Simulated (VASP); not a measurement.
LiCl:

```
CELL_PARAMETERS angstrom
-0.03334 2.53113 2.50572
5.08550 2.58855 -2.62982
-5.05294 2.62267 -2.53058
ATOMIC_POSITIONS crystal
Li 0.02711 0.23916 0.75104
Li 0.47838 0.73016 0.76885
Li 0.47900 0.21914 0.21669
Li 0.04343 0.75964 0.26935
Cl 0.01634 0.03207 0.00240
Cl 0.57995 0.52551 0.99102
Cl 0.41660 0.98131 0.48744
Cl 0.95918 0.51303 0.51321
```

```yaml
Program: VASP 6.6.1
Task: relaxation of cell and atoms
Functional: PBE
Potentials_or_basis: VASP PAW PBE potentials, release 64 (Li_sv, Cl)
Cutoff: 600 eV
k_mesh: 4 × 2 × 2
Occupations: gaussian, width 0.1 eV
Spin: no spin polarisation
```

At the start: pressure 3.4 GPa; volume 16.55 Å³/atom.

Where does the relaxation end?

Over 16 steps the energy falls by 69.8 meV/atom and the volume is 17.04 Å³/atom (+3.0 %); space group Fm-3m (No. 225, to 0.05 Å).

The path:
| step | energy change (eV) | largest force (eV/Å) | pressure (GPa) | volume (Å³) |
| --- | --- | --- | --- | --- |
| 1 | 0.0000 | 1.3573 | 3.41 | 132.39 |
| 2 | -0.2865 | 0.5970 | 0.71 | 139.25 |
| 3 | -0.3634 | 0.3002 | -1.29 | 146.97 |
| 4 | -0.3638 | 0.3098 | -1.17 | 146.42 |
| 5 | -0.4081 | 0.2914 | -0.85 | 143.94 |
| 6 | -0.4800 | 0.2733 | 0.39 | 136.65 |
| 7 | -0.4819 | 0.2789 | 0.74 | 135.05 |
| 8 | -0.5120 | 0.2196 | 0.36 | 135.91 |
| 9 | -0.5335 | 0.1733 | -0.16 | 137.51 |
| 10 | -0.5470 | 0.1134 | -0.03 | 136.76 |
| 11 | -0.5525 | 0.0783 | 0.16 | 135.86 |
| 12 | -0.5556 | 0.0525 | -0.08 | 136.82 |
| 13 | -0.5560 | 0.0532 | -0.18 | 137.23 |
| 14 | -0.5578 | 0.0368 | 0.03 | 136.30 |
| 15 | -0.5579 | 0.0333 | 0.07 | 136.10 |
| 16 | -0.5586 | 0.0173 | 0.01 | 136.36 |

Final structure:
```yaml
crystal:
  lattice:
    - [0.00123, 2.57753, 2.57935]
    - [5.13409, 2.57691, -2.57171]
    - [-5.13507, 2.57475, -2.57627]
  atoms:
    - { symbol: Li, position: [0.00111, 0.25188, 0.75118] }
    - { symbol: Li, position: [0.49556, 0.75006, 0.74881] }
    - { symbol: Li, position: [0.49974, 0.24848, 0.24854] }
    - { symbol: Li, position: [0.00238, 0.75011, 0.25116] }
    - { symbol: Cl, position: [0.99938, 0.99997, 0.00061] }
    - { symbol: Cl, position: [0.49878, 0.49970, 0.99989] }
    - { symbol: Cl, position: [0.50306, 0.99978, 0.49981] }
    - { symbol: Cl, position: [0.99999, 0.50002, 0.50001] }
```

Caveat: the k points lie up to 0.53 Å⁻¹ apart in the final cell; the cutoff is under 1.25 times the usual one of these potentials, so pressure, stress and relaxed cells hold a basis-set (Pulay) error.
